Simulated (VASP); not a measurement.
**BaTe: single point with PBEsol**

The system is BaTe.

```xyz
2
Lattice="0.0000 3.4714 3.4714 3.4714 0.0000 3.4714 3.4714 3.4714 0.0000" Properties=species:S:1:pos:R:3 pbc="T T T"
Ba    0.0000    0.0000    0.0000
Te    3.4714    3.4714    3.4714
```

```json
{
 "Program": "VASP 6.6.1",
 "Task": "single point",
 "Functional": "PBEsol",
 "Potentials or basis": "VASP PAW PBE potentials, release 64 (Ba_sv, Te)",
 "Cutoff": "520 eV",
 "k mesh": "6 × 6 × 6",
 "Occupations": "gaussian, width 0.05 eV",
 "Spin": "no spin polarisation"
}
```

- Pressure: 0.4 GPa
- Band gap on the k mesh: 1.37 eV, indirect (least direct gap 1.76 eV)

Levels at points of the mesh, in eV from the valence-band top:
```
           k point  band 4  band 5  band 6  band 7  band 8  band 9  band 10  band 11  band 12  band 13
(0.00, 0.00, 0.00)  -12.06   -9.64    0.00    0.00    0.00    2.85     2.85     2.85     2.85     3.52
(0.50, 0.00, 0.00)  -12.08   -8.81   -2.35   -1.20   -1.20    4.11     4.76     4.90     4.90     6.95
(0.50, 0.50, 0.00)  -12.16   -9.42   -1.16   -0.39   -0.39    1.37     4.45     4.64     5.68     5.80
```

It took 19 s on 1 thread of Intel(R) Xeon(R) 6975P-C (Granite Rapids), with other jobs on the host, peak memory 0.24 GiB.

Caveat: the PAW data sets were made with another functional, which shifts forces and pressure a little; spin-orbit coupling is left out, which moves the levels of the heavy elements. A k mesh can miss the band edges.
